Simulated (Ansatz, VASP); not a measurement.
CoO in VASP and in Ansatz

File INCAR:

```
PREC     = Accurate       # precision mode
ENCUT    = 520            # plane-wave cutoff, eV
EDIFF    = 1E-6           # SCF threshold, eV
ISMEAR   = -1             # smearing method
SIGMA    = 0.05           # smearing width, eV
LREAL    = False          # projectors in reciprocal space
LASPH    = True           # aspherical terms in the spheres
NELM     = 150            # most SCF steps
ALGO     = Normal         # electronic algorithm
ISIF     = 2              # what is computed and relaxed
LWAVE    = False          # write WAVECAR
LCHARG   = False          # write CHGCAR
ISPIN    = 2              # spin polarisation
MAGMOM   = 2 0            # initial moments
LORBIT   = 11             # projections on sites
LMAXMIX  = 4              # l up to which the mixer works
GGA      = CA             # functional
NBANDS   = 18             # bands
```

Contents of KPOINTS:

```
regular mesh
0
Gamma
  10 10 10
```

File POSCAR:

```
CoO
1.0
    1.5695123000      0.9061583489      2.5140792326
   -1.5695123000      0.9061583489      2.5140792326
    0.0000000000     -1.8123166978      2.5140792326
Co O
1 1
Direct
    0.9989783200      0.9989783200      0.9989783200
    0.7510210300      0.7510210300      0.7510210300
```

input.yaml

```yaml
crystal:
  lattice:
    - [1.5695123, 0.9061583489, 2.5140792326]
    - [-1.5695123, 0.9061583489, 2.5140792326]
    - [0.0, -1.8123166978, 2.5140792326]
  atoms:
    - { symbol: Co, position: [0.99897832, 0.99897832, 0.99897832], spin: 2.0 }
    - { symbol: O, position: [0.75102103, 0.75102103, 0.75102103] }
hamiltonian:
  xc: lda
  pseudopotentials: { kind: paw }
magnetization:
  spin_polarized: true
kpoints:
  mp_grid: { grid: [10, 10, 10] }
scf:
  occupations: { method: fermi_dirac, width: 0.05 }
output:
  forces: true
  stress: true
  eigenvalues: true
```

Alike in both runs: task single point; functional LDA; k mesh 10 × 10 × 10; occupations fermi-dirac, width 0.05 eV; collinear spin.

```csv
,VASP,Ansatz
version,VASP 6.6.1,Ansatz 0.2.0
potentials or method,"VASP PAW LDA potentials, release 64 (Co, O)",Ansatz PAW
plane-wave cutoff (eV),520,420
valence electrons in the cell,15,23
```

|  | VASP | Ansatz | Ansatz less VASP |
| --- | --- | --- | --- |
| gap on the k mesh at the Fermi level (eV) | none | none | - |
| pressure (GPa) | -15.1 | -13.8 | +1.32 |
| traceless stress, the component that is largest in VASP (GPa) | 3.20 | 3.23 | +0.030 |
| rms of the force components (eV/Å) | 0.169 | 0.158 | -0.0107 |
| net moment per atom (μB) | 0.86 | 0.95 | +0.091 |
| size of the moment on the site where the two differ most (μB) | 1.52 | 1.55 | +0.029 |

LDA's correlation is that of Perdew and Zunger in VASP and of Perdew and Wang (1992) in Ansatz. Site moments also hang on the region over which each program counts them. Atom by atom the forces differ by 0.011 eV/Å (rms over components). A gap of «none» marks a metal or a gap that the smearing closes. VASP's potentials hold 15 valence electrons a cell and Ansatz's 23, so a difference there can come from the potentials and not from the codes.
